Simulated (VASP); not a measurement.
Input of a VASP 6.6.1 run:

INCAR

```
  PREC = Accurate
  ENCUT = 520
  EDIFF = 1E-8
  ISMEAR = -1
  SIGMA = 0.03
  LREAL = False
  LASPH = True
  NELM = 100
  ALGO = Normal
  ISIF = 2
  LWAVE = False
  LCHARG = False
  GGA = PE
  LEFG = True
  NBANDS = 22
```

KPOINTS

```
regular mesh
0
Gamma
  11 11 11
```

Contents of POSCAR:

```
Bi
1.0
    2.3029109990      1.3295862852      4.0060322827
   -2.3029109990      1.3295862852      4.0060322827
    0.0000000000     -2.6591725704      4.0060322827
Bi
2
Direct
    0.2338900000      0.2338900000      0.2338900000
    0.7661100000      0.7661100000      0.7661100000
```

Potentials or basis: VASP PAW PBE potentials, release 64 (Bi_d).

Command:

```bash
$ cat potpaw_PBE.64/Bi_d/POTCAR > POTCAR
$ mpirun -np 1 vasp_std > vasp.out
```

(1) Estimate the largest force.

(2) Predict the pressure.

(3) Predict the band gap on the k mesh.

Answers

(1) 0.023 eV/Å.

(2) -0.1 GPa.

(3) zero (band 15 reaches 5.78 eV, above the bottom of band 16 at 5.74 eV).

Caveat: without QUAD_EFG the Cq values of the log hold for a quadrupole moment of 1 mb, not for the nuclei; spin-orbit coupling is left out, which moves the levels of the heavy elements.
